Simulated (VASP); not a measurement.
# AlFe (Pm-3m) in VASP: settings compared, part 2 of 2

VASP 6.6.1. Earlier steps stand in the parts before.

## (4) Relaxation of cell and atoms, revPBE+D3(BJ), collinear spin, ferromagnetic start

This run uses another cell than the first one, of 12.32 Å³/atom.

Contents of INCAR:

```
PREC = Accurate
ENCUT = 600
EDIFF = 1E-7
ISMEAR = -1
SIGMA = 0.05
LREAL = False
LASPH = True
NELM = 150
ALGO = Normal
ISIF = 3
LWAVE = False
LCHARG = False
ISPIN = 2
MAGMOM = 3 0
LORBIT = 11
LMAXMIX = 4
GGA = RE
IVDW = 12
IBRION = 2
NSW = 60
EDIFFG = -0.01
```

Contents of KPOINTS:

```
regular mesh
0
Gamma
  9 9 9
```

Contents of POSCAR:

```
AlFe
1.0
    2.9100000000      0.0000000000      0.0000000000
    0.0000000000      2.9100000000      0.0000000000
    0.0000000000      0.0000000000      2.9100000000
Fe Al
1 1
Direct
    0.5000000000      0.5000000000      0.5000000000
    0.0000000000      0.0000000000      0.0000000000
```

The run is started by

```bash
$ cat potpaw_PBE.64/Fe/POTCAR potpaw_PBE.64/Al/POTCAR > POTCAR
$ mpirun -np 1 vasp_std > vasp.out
```

It took 56 s on 1 thread of Intel Xeon Platinum 8559C (Emerald Rapids), shared host; peak memory 0.18 GiB.

It converged, with:

```
Free energy                                           : -13.5832 eV
Relaxed volume                                        : 11.33 Å³/atom
Relaxed cell                                          : a = 2.830 Å, b = 2.830 Å, c = 2.830 Å, α = 90.00°, β = 90.00°, γ = 90.00°
Space group after relaxing (to 0.1 Å)                 : Pm-3m (No. 221)
Energy gained by relaxing                             : 45.0 meV/atom
Ionic steps                                           : 6
Pressure after relaxing                               : 0.0 GPa
Net moment                                            : 0.60 μB per cell
Site moments                                          : Fe +0.64; Al -0.02 μB
Valence electrons inside the program's atomic spheres : Fe 7.51; Al 0.87
Dispersion energy per atom                            : -0.804 eV
```

Step by step:
| step | energy change (eV) | largest force (eV/Å) | pressure (GPa) | volume (Å³) |
| --- | --- | --- | --- | --- |
| 1 | 0.0000 | 0.0000 | -13.54 | 24.64 |
| 2 | -0.0169 | 0.0000 | 16.01 | 21.11 |
| 3 | -0.0900 | 0.0000 | -0.15 | 22.69 |
| 4 | -0.0900 | 0.0000 | 0.19 | 22.65 |
| 5 | -0.0900 | 0.0000 | -0.18 | 22.69 |
| 6 | -0.0900 | 0.0000 | 0.02 | 22.67 |

Final structure:
```
CELL_PARAMETERS angstrom
2.83002 0.00000 0.00000
0.00000 2.83002 0.00000
0.00000 0.00000 2.83002
ATOMIC_POSITIONS crystal
Fe 0.50000 0.50000 0.50000
Al 0.00000 0.00000 0.00000
```

Levels at points of the mesh, in eV from the Fermi level:
Spin up:
| k point | band 2 | band 3 | band 4 | band 5 | band 6 | band 7 | band 8 | band 9 | band 10 | band 11 |
| --- | --- | --- | --- | --- | --- | --- | --- | --- | --- | --- |
| (0.00, 0.00, 0.00) | -2.58 | -2.58 | -0.30 | -0.30 | -0.30 | 6.71 | 6.71 | 6.71 | 9.59 | 9.59 |
Spin down:
```
           k point  band 3  band 4  band 5  band 6  band 7  band 8
(0.00, 0.00, 0.00)   -2.31    0.47    0.47    0.47    6.74    6.74
```

Caveat: the PAW data sets were made with another functional, which shifts forces and pressure a little.

## (5) Relaxation of cell and atoms, revPBE+D4, collinear spin, ferromagnetic start

This run uses another cell than the first one, of 12.32 Å³/atom.

Contents of INCAR:

```
SYSTEM = AlFe
  PREC = Accurate
  ENCUT = 600
  EDIFF = 1E-6
  ISMEAR = -1
  SIGMA = 0.05
  LREAL = .False.
  LASPH = .True.
  NELM = 150
  ALGO = Fast
  ISIF = 3
  LWAVE = .False.
  LCHARG = .False.
  ISPIN = 2
  MAGMOM = 3 0
  LORBIT = 11
  LMAXMIX = 4
  GGA = RE
  IVDW = 13
  IBRION = 2
  NSW = 60
  EDIFFG = -0.01
```

Contents of KPOINTS:

```
regular mesh
0
Gamma
  9 9 9
  0 0 0
```

POSCAR is that of step 4.

Potentials or basis: VASP PAW PBE potentials, release 64 (Fe, Al).

The run is started by

```bash
$ cat potpaw_PBE.64/Fe/POTCAR potpaw_PBE.64/Al/POTCAR > POTCAR
$ mpirun -np 1 vasp_std > vasp.out
```

OUTCAR:

```text
SYSTEM = AlFe
   PREC = Accurate
   ENCUT = 600
   EDIFF = 1E-6
   ISMEAR = -1
   LREAL = .False.
   LASPH = .True.
   NELM = 150
   ISIF = 3
   ISPIN = 2
   LORBIT = 11
   GGA = RE
   IVDW = 13
   IBRION = 2
   NSW = 60
   EDIFFG = -0.01

 ion  position               nearest neighbor table
   1  0.500  0.500  0.500-   2 2.52   2 2.52   2 2.52   2 2.52   2 2.52   2 2.52   2 2.52   2 2.52

   2  0.000  0.000  0.000-   1 2.52   1 2.52   1 2.52   1 2.52   1 2.52   1 2.52   1 2.52   1 2.52

  LATTYP: Found a simple cubic cell.
 ALAT       =     2.9100000000

  Lattice vectors:

 A1 = (   2.9100000000,   0.0000000000,   0.0000000000)
 A2 = (   0.0000000000,   2.9100000000,   0.0000000000)
 A3 = (   0.0000000000,   0.0000000000,   2.9100000000)

Analysis of symmetry for initial positions (statically):
=====================================================================
 Subroutine PRICEL returns:
 Original cell was already a primitive cell.

 Routine SETGRP: Setting up the symmetry group for a
 simple cubic supercell.

 Subroutine GETGRP returns: Found 48 space group operations
 (whereof 48 operations were pure point group operations)
 out of a pool of 48 trial point group operations.

The static configuration has the point symmetry O_h .

Analysis of symmetry for dynamics (positions and initial velocities):
=====================================================================
 Subroutine PRICEL returns:
 Original cell was already a primitive cell.

 Routine SETGRP: Setting up the symmetry group for a
 simple cubic supercell.

 Subroutine GETGRP returns: Found 48 space group operations
 (whereof 48 operations were pure point group operations)
 out of a pool of 48 trial point group operations.

The dynamic configuration has the point symmetry O_h .

Analysis of structural, dynamic, and magnetic symmetry:
=====================================================================
 Subroutine PRICEL returns:
 Original cell was already a primitive cell.

 Routine SETGRP: Setting up the symmetry group for a
 simple cubic supercell.

 Subroutine GETGRP returns: Found 48 space group operations
[... 138 lines left out ...]
  volume of cell :       24.64
 maximum number of plane-waves:       843
 NGX is ok and might be reduce to    24
   NGX = 11   NGY = 11   NGZ = 11

--------------------------------------- Ionic step        1  -------------------------------------------

 number of electron      10.9999994 magnetization       0.6615718

 Free energy of the ion-electron system (eV)
  ---------------------------------------------------
  ext. energy  EPLUGINS =         0.00000000
  ---------------------------------------------------
  free energy    TOTEN  =       -12.02052954 eV

  energy without entropy =      -12.00143955  energy(sigma->0) =      -12.01098454

------------------------ aborting loop because EDIFF is reached ----------------------------------------

  DFT-D4 for vdW energy calculation

  Edisp (eV):   -1.28384
[... 71 lines left out ...]
--------------------------------------- Ionic step        3  -------------------------------------------

 number of electron      11.0000004 magnetization       0.6057672

 Free energy of the ion-electron system (eV)
  ---------------------------------------------------
  ext. energy  EPLUGINS =         0.00000000
  ---------------------------------------------------
  free energy    TOTEN  =       -11.99301635 eV

  energy without entropy =      -11.97593042  energy(sigma->0) =      -11.98447338

 E-fermi :   8.4348     XC(G=0): -12.2601

 val. band max:        8.4297364622   @ k =   0.4444   0.2222   0.1111
 cond. band min:       8.4876616237   @ k =   0.4444   0.4444   0.2222
 fundamental gap:      0.0579251615
 Fermi energy:         8.4347611729

 spin component 1

 k-point     1 :       0.0000    0.0000    0.0000
  band No.  band energies     occupation
      1      -2.1317      1.00000
      2       5.8845      1.00000
      3       5.8845      1.00000
      4       8.1166      0.99828
      5       8.1166      0.99828
      6       8.1166      0.99828
      7      15.0690      0.00000
      8      15.0690      0.00000
      9      15.0690      0.00000
     10      17.9546      0.00000
     11      17.9547      0.00000
[... 310 lines left out ...]
  band No.  band energies     occupation
      1       2.9158      1.00000
      2       4.6644      1.00000
      3       6.1263      1.00000
      4       6.8782      1.00000
      5       7.5985      1.00000
      6       7.7356      1.00000
      7       9.4960      0.00000
      8      13.0392      0.00000
      9      14.3790      0.00000
     10      18.7921      0.00000
     11      20.9583      0.00000

 [... further k-points ...]

 spin component 2

 k-point     1 :       0.0000    0.0000    0.0000
  band No.  band energies     occupation
      1      -2.1355      1.00000
      2       6.1646      1.00000
      3       6.1646      1.00000
      4       8.8962      0.00010
      5       8.8962      0.00010
      6       8.8962      0.00010
      7      15.0927      0.00000
      8      15.0927      0.00000
      9      15.0927      0.00000
     10      17.9930      0.00000
     11      17.9930      0.00000
[... 355 lines left out ...]
  FREE ENERGIE OF THE ION-ELECTRON SYSTEM (eV)
  ---------------------------------------------------
  free  energy   TOTEN  =       -13.3721345985 eV

  energy  without entropy=      -13.3550486637  energy(sigma->0) =      -13.36359163

 reached required accuracy - stopping structural energy minimisation

 total charge

# of ion       s       p       d       tot
------------------------------------------
    1        0.445   0.531   6.510   7.487
    2        0.407   0.453   0.000   0.860
--------------------------------------------------
tot          0.852   0.984   6.510   8.347

 magnetization (x)

# of ion       s       p       d       tot
------------------------------------------
    1       -0.001   0.004   0.644   0.647
    2       -0.007  -0.015   0.000  -0.022
--------------------------------------------------
tot         -0.008  -0.011   0.644   0.625
```

CONTCAR:

```text
AlFe
   1.00000000000000
     2.8409418541113092   -0.0000000000000000    0.0000000000000000
    -0.0000000000000000    2.8409418541113087   -0.0000000000000000
    -0.0000000000000000    0.0000000000000000    2.8409418541113087
  Fe              Al
     1     1
Direct
     0.5000000000000000    0.5000000000000000    0.5000000000000000
     0.0000000000000000    0.0000000000000000    0.0000000000000000

  0.00000000E+00  0.00000000E+00  0.00000000E+00
  0.00000000E+00  0.00000000E+00  0.00000000E+00
```

It took 44 s on 1 thread of Intel Xeon Platinum 8559C (Emerald Rapids), shared host; peak memory 0.16 GiB.

Results:

```yaml
Free_energy: -13.3721 eV
Relaxed_volume: 11.46 Å³/atom
Relaxed_cell: a = 2.841 Å, b = 2.841 Å, c = 2.841 Å, α = 90.00°, β = 90.00°, γ = 90.00°
Space_group_after_relaxing_to_0.1_Å: Pm-3m (No. 221)
Energy_gained_by_relaxing: 33.9 meV/atom
Ionic_steps: 3
Pressure_after_relaxing: -0.1 GPa
Net_moment: 0.61 μB per cell
Site_moments: Fe +0.65; Al -0.02 μB
Valence_electrons_inside_the_program's_atomic_spheres: Fe 7.49; Al 0.86
Dispersion_energy_per_atom: -0.690 eV
```

Step by step:
```
step  energy change (eV)  largest force (eV/Å)  pressure (GPa)  volume (Å³)
   1              0.0000                0.0000          -11.86        24.64
   2             -0.0126                0.0000           13.62        21.53
   3             -0.0678                0.0000           -0.09        22.93
```

Final structure:
```
CELL_PARAMETERS angstrom
2.84094 0.00000 0.00000
0.00000 2.84094 0.00000
0.00000 0.00000 2.84094
ATOMIC_POSITIONS crystal
Fe 0.50000 0.50000 0.50000
Al 0.00000 0.00000 0.00000
```

Caveat: the PAW data sets were made with another functional, which shifts forces and pressure a little.

## (6) Summary

| task | level | cell | cutoff (eV) | gap on the mesh (eV) | pressure (GPa) | moment (μB) | relaxed volume (Å³/atom) |
| --- | --- | --- | --- | --- | --- | --- | --- |
| single point | revPBE+D4 | a = 2.842 Å, 2 atoms | 520 | none | -0.2 | 0.61 | - |
| relaxation of cell and atoms | RPBE+D4 | relaxed from a = 2.910 Å, 2 atoms | 600 | none | -0.1 | 0.61 | 11.45 |
| relaxation of cell and atoms | revPBE+D3(BJ) | relaxed from a = 2.910 Å, 2 atoms | 600 | none | 0.0 | 0.60 | 11.33 |
| relaxation of cell and atoms | revPBE+D4 | relaxed from a = 2.910 Å, 2 atoms | 600 | none | -0.1 | 0.61 | 11.46 |

Alike in all rows: potentials or basis VASP PAW PBE potentials, release 64 (Fe, Al); spin collinear, ferromagnetic start; k mesh 9 × 9 × 9; smearing fermi-dirac 0.05 eV.

Caveats: the PAW data sets were made with another functional, which shifts forces and pressure a little.

Absolute energies hang on the potentials; compare differences alone.

The gap in the log of VASP goes by the Fermi energy; the results here count the filled bands.